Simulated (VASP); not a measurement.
# Pb: single point with LDA

Pb:

```
CELL_PARAMETERS angstrom
4.67388 0.00000 0.00000
-2.33694 4.04770 0.00000
0.00000 0.00000 2.74650
ATOMIC_POSITIONS crystal
Pb 0.00000 0.00000 0.00000
Pb 0.33333 0.66667 0.50000
Pb 0.66667 0.33333 0.50000
```

```json
{"Program": "VASP 6.6.1", "Task": "single point", "Functional": "LDA", "Potentials or basis": "VASP PAW LDA potentials, release 64 (Pb_d)", "Cutoff": "520 eV", "k mesh": "8 × 8 × 11", "Occupations": "fermi-dirac, width 0.05 eV", "Spin": "no spin polarisation", "Dipole correction": "no", "Further INCAR settings": "ALGO = Normal; EDIFF = 1e-06; NBANDS = 28"}
```

The pressure is 97.8 GPa. The band gap on the k mesh is zero (band 21 reaches 18.05 eV, above the bottom of band 22 at 11.56 eV).

Levels at points of the mesh, in eV from the Fermi level:
```csv
k point,band 17,band 18,band 19,band 20,band 21,band 22,band 23,band 24,band 25,band 26
"(0.00, 0.00, 0.00)",-7.74,-7.23,-4.17,-4.17,-4.14,-4.14,4.34,10.41,10.78,11.32
"(0.50, 0.00, 0.00)",-14.22,-8.61,-7.92,1.74,1.80,3.82,3.87,4.99,7.94,7.97
```

Run time: 44 s on 1 thread of Intel Xeon 6975P-C, on a shared host, peak memory 0.19 GiB.

Caveat: spin-orbit coupling is left out, which moves the levels of the heavy elements.
